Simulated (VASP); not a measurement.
Here is a VASP 6.6.1 calculation.

Contents of INCAR:

```
SYSTEM = Bi
  PREC = Accurate
  ENCUT = 520
  EDIFF = 1E-6
  ISMEAR = 0
  SIGMA = 0.15
  LREAL = .False.
  LASPH = .True.
  NELM = 80
  ALGO = Fast
  ISIF = 2
  LWAVE = .False.
  LCHARG = .True.
  GGA = PS
  LELF = .True.
  LVHAR = .True.
  NBANDS = 22
```

The input KPOINTS:

```
regular mesh
0
Gamma
  12 12 4
  0 0 0
```

The input POSCAR:

```
Bi
1.0
    4.4709152952      0.0000000000      0.0000000000
   -2.2354576476      3.8719262238      0.0000000000
    0.0000000000      0.0000000000     11.4741300000
Bi
2
Direct
    0.3333333333      0.6666666667      0.2500000000
    0.6666666667      0.3333333333      0.7500000000
```

Potentials or basis: VASP PAW PBE potentials, release 64 (Bi_d).

The run is started by

```sh
$ cat potpaw_PBE.64/Bi_d/POTCAR > POTCAR
$ mpirun -np 1 vasp_std > vasp.out
```

Task: What does it give for the pressure?

Result: -3.8 GPa.

Task: Predict the band gap on the k mesh.

Result: Zero (band 15 reaches 0.61 eV, above the bottom of band 16 at -1.72 eV).

Stress tensor (GPa, compression positive):
```
-5.48  0.00  0.00
 0.00 -5.48  0.00
 0.00  0.00 -0.53
```

Caveat: the cell differs from its parent crystal (strain -0.015 along x and y, -0.030 along z); the PAW data sets were made with another functional, which shifts forces and pressure a little; spin-orbit coupling is left out, which moves the levels of the heavy elements.
